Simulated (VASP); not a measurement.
Wanted: the native input for a VASP 6.6.1 run.

| Item | Value |
| --- | --- |
| Task | single point |
| Functional | PBE |
| Potentials or basis | VASP PAW PBE potentials, release 64 (Al) |
| Cutoff | 500 eV |
| k mesh | 40 × 40 × 40 |
| Occupations | fermi-dirac, width 0.0612256 eV |
| Spin | no spin polarisation |
| Dipole correction | no |
| Further INCAR settings | ALGO = Normal; EDIFF = 1e-06; NBANDS = 8 |

The structure of Al lies in POSCAR:

```
Al
1.0
    2.7038538291      0.0000000000      0.0000000000
    0.0000000000      2.7038538291      0.0000000000
    0.0000000000      0.0000000000      2.7038538291
Al
1
Direct
    0.0000000000      0.0000000000      0.0000000000
```

The input as run:

INCAR

```
SYSTEM = Al
PREC = Accurate
ENCUT = 500
EDIFF = 1E-6
ISMEAR = -1
SIGMA = 0.06122561905347299
LREAL = .False.
LASPH = .True.
NELM = 120
ALGO = Normal
ISIF = 2
LWAVE = .False.
LCHARG = .False.
GGA = PE
NBANDS = 8
GGA_COMPAT = .False.
```

KPOINTS

```
regular mesh
0
Gamma
  40 40 40
  0 0 0
```

Potentials or basis: VASP PAW PBE potentials, release 64 (Al).

The run is started by

```sh
$ cat potpaw_PBE.64/Al/POTCAR > POTCAR
$ mpirun -np 1 vasp_std > vasp.out
```

Results of the run:

```yaml
Pressure: 1.2 GPa
```

It took 46 s on 1 thread of Intel(R) Xeon(R) 6975P-C (Granite Rapids), with other jobs on the host, peak memory 0.31 GiB.
